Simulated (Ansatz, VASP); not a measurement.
**Two plane-wave programs on KSO3F**

The input POSCAR:

```
KSO3F
1.0
    8.8225220000      0.0000000000      0.0000000000
    0.0000000000      6.0408110000      0.0000000000
    0.0000000000      0.0000000000      7.5560560000
K S O F
4 4 12 4
Direct
    0.6774800000      0.2500000000      0.3416190000
    0.1774800000      0.2500000000      0.1583810000
    0.3225200000      0.7500000000      0.6583810000
    0.8225200000      0.7500000000      0.8416190000
    0.5556980000      0.2500000000      0.8004730000
    0.0556980000      0.2500000000      0.6995270000
    0.4443020000      0.7500000000      0.1995270000
    0.9443020000      0.7500000000      0.3004730000
    0.5838040000      0.0471980000      0.7021680000
    0.0838040000      0.4528020000      0.7978320000
    0.4161960000      0.5471980000      0.2978320000
    0.9161960000      0.9528020000      0.2021680000
    0.4161960000      0.9528020000      0.2978320000
    0.9161960000      0.5471980000      0.2021680000
    0.5838040000      0.4528020000      0.7021680000
    0.0838040000      0.0471980000      0.7978320000
    0.4228620000      0.2500000000      0.9120230000
    0.9228620000      0.2500000000      0.5879770000
    0.5771380000      0.7500000000      0.0879770000
    0.0771380000      0.7500000000      0.4120230000
    0.6968950000      0.2500000000      0.9458030000
    0.1968950000      0.2500000000      0.5541970000
    0.3031050000      0.7500000000      0.0541970000
    0.8031050000      0.7500000000      0.4458030000
```

The input INCAR.step1:

```
SYSTEM = KSO3F
PREC = Accurate
ENCUT = 520
ISMEAR = -1
SIGMA = 0.02
LREAL = Auto
LASPH = .TRUE.
NELM = 100
NBANDS = 98
GGA = PE
ALGO = Normal
EDIFF = 1E-4
LWAVE = .TRUE.
LCHARG = .FALSE.
```

INCAR.step2

```
SYSTEM = KSO3F
PREC = Accurate
ENCUT = 520
EDIFF = 1E-8
ISMEAR = -1
SIGMA = 0.02
LREAL = Auto
LASPH = .TRUE.
NELM = 100
ALGO = Normal
ISIF = 2
LWAVE = .FALSE.
LCHARG = .FALSE.
METAGGA = R2SCAN
LMIXTAU = .TRUE.
LEFG = .TRUE.
NBANDS = 98
ISTART = 1
```

The input KPOINTS:

```
Automatic mesh
0
G
  3 4 3
  0 0 0
```

Input for Ansatz:

```yaml
crystal:
  lattice:
    - [8.822522, 0.0, 0.0]
    - [0.0, 6.040811, 0.0]
    - [0.0, 0.0, 7.556056]
  atoms:
    - { symbol: K, position: [0.67748, 0.25, 0.341619] }
    - { symbol: K, position: [0.17748, 0.25, 0.158381] }
    - { symbol: K, position: [0.32252, 0.75, 0.658381] }
    - { symbol: K, position: [0.82252, 0.75, 0.841619] }
    - { symbol: S, position: [0.555698, 0.25, 0.800473] }
    - { symbol: S, position: [0.055698, 0.25, 0.699527] }
    - { symbol: S, position: [0.444302, 0.75, 0.199527] }
    - { symbol: S, position: [0.944302, 0.75, 0.300473] }
    - { symbol: O, position: [0.583804, 0.047198, 0.702168] }
    - { symbol: O, position: [0.083804, 0.452802, 0.797832] }
    - { symbol: O, position: [0.416196, 0.547198, 0.297832] }
    - { symbol: O, position: [0.916196, 0.952802, 0.202168] }
    - { symbol: O, position: [0.416196, 0.952802, 0.297832] }
    - { symbol: O, position: [0.916196, 0.547198, 0.202168] }
    - { symbol: O, position: [0.583804, 0.452802, 0.702168] }
    - { symbol: O, position: [0.083804, 0.047198, 0.797832] }
    - { symbol: O, position: [0.422862, 0.25, 0.912023] }
    - { symbol: O, position: [0.922862, 0.25, 0.587977] }
    - { symbol: O, position: [0.577138, 0.75, 0.087977] }
    - { symbol: O, position: [0.077138, 0.75, 0.412023] }
    - { symbol: F, position: [0.696895, 0.25, 0.945803] }
    - { symbol: F, position: [0.196895, 0.25, 0.554197] }
    - { symbol: F, position: [0.303105, 0.75, 0.054197] }
    - { symbol: F, position: [0.803105, 0.75, 0.445803] }
kpoints:
  mp_grid: { grid: [3, 4, 3] }
scf:
  occupations: { method: fermi_dirac, width: 0.02 }
hamiltonian:
  xc: r2scan
  pseudopotentials: { kind: paw }
output:
  forces: true
  stress: true
  populations: true
  efg:
    quadrupole_moments_barn: { K: 0.0603, S: -0.0694, O: -0.02558 }
    contact_densities: true
```

Alike in both runs: task electric field gradients; functional r2SCAN; k mesh 3 × 4 × 3; occupations fermi-dirac, width 0.02 eV; no spin polarisation.

```csv
,VASP,Ansatz
version,VASP 6.6.1,Ansatz 0.2.0
potentials or method,"VASP PAW PBE potentials, release 64 (K_sv, S, O, F)","plane-wave PAW, scalar-relativistic"
plane-wave cutoff (eV),520,500
valence electrons in the cell,160,160
```

|  | VASP | Ansatz | Ansatz less VASP |
| --- | --- | --- | --- |
| gap on the k mesh at the Fermi level (eV) | 5.81 | 5.85 | +0.040 |
| pressure (GPa) | -3.8 | -3.1 | +0.71 |
| traceless stress, the component that is largest in VASP (GPa) | -0.04 | 0.25 | +0.283 |
| rms of the force components (eV/Å) | 0.289 | 0.234 | -0.0547 |
| size of Vzz on the site where it differs most (V/Å²) | 111.2 | 100.4 | -10.75 |

VASP's potentials were made for PBE, not for r2SCAN. Atom by atom the forces differ by 0.124 eV/Å (rms over components).
